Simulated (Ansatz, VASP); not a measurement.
# SnSe: VASP beside Ansatz

```xyz
2
Lattice="0.0000 3.0104 3.0104 3.0104 0.0000 3.0104 3.0104 3.0104 0.0000" Properties=species:S:1:pos:R:3 pbc="T T T"
Sn    0.0000    0.0000    0.0000
Se    3.0104    3.0104    3.0104
```

Alike in both runs: task single point; functional PBEsol; k mesh 11 × 11 × 11; occupations fermi-dirac, width 0.05 eV; no spin polarisation.

```csv
,VASP,Ansatz
version,VASP 6.6.1,Ansatz 0.2.0
potentials or method,"VASP PAW PBE potentials, release 64 (Sn_d, Se), cutoff 520 eV","all-electron LAPW, non-relativistic"
```

Ansatz gave:

```
pressure (GPa) : -1.4
```

Q: What did VASP give for the same quantities?

A: Pressure (GPa): -1.8.

VASP's potentials were made for PBE, not for PBEsol. Ansatz ran all-electron here, and VASP with PAW potentials.
